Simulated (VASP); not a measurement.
Wanted: the native input for a VASP 6.6.1 run.

```
Task                   : single point
Functional             : PBEsol
Potentials or basis    : VASP PAW PBE potentials, release 64 (Zn, S)
Cutoff                 : 520 eV
k mesh                 : 12 × 12 × 4
Occupations            : fermi-dirac, width 0.02 eV
Spin                   : no spin polarisation
Dipole correction      : no
Further INCAR settings : ALGO = Normal; EDIFF = 1e-07; NBANDS = 26
```

The structure of ZnS lies in POSCAR:

```
ZnS
1.0
    3.7821406418      0.0000000000      0.0000000000
   -1.8910703209      3.2754298765      0.0000000000
    0.0000000000      0.0000000000      6.2075656857
Zn S
2 2
Direct
    0.3333333333      0.6666666667      0.0004118940
    0.6666666667      0.3333333333      0.5004118940
    0.3333333333      0.6666666667      0.3745881060
    0.6666666667      0.3333333333      0.8745881060
```

One way to write it, as run:

INCAR

```
PREC = Accurate
ENCUT = 520
EDIFF = 1E-7
ISMEAR = -1
SIGMA = 0.02
LREAL = False
LASPH = True
NELM = 80
ALGO = Normal
ISIF = 2
LWAVE = False
LCHARG = False
GGA = PS
NBANDS = 26
```

KPOINTS

```
Automatic mesh
0
Gamma
  12 12 4
```

Potentials or basis: VASP PAW PBE potentials, release 64 (Zn, S).

The run is started by

```console
$ cat potpaw_PBE.64/Zn/POTCAR potpaw_PBE.64/S/POTCAR > POTCAR
$ mpirun -np 1 vasp_std > vasp.out
```

It gave:

| Property | Result |
| --- | --- |
| Pressure | 0.2 GPa |
| Band gap on the k mesh | 2.16 eV, direct |

Caveat: the PAW data sets were made with another functional, which shifts forces and pressure a little.

Run time: 57 s on 1 thread of Intel(R) Xeon(R) Platinum 8488C (Sapphire Rapids), on a shared host, peak memory 0.24 GiB.
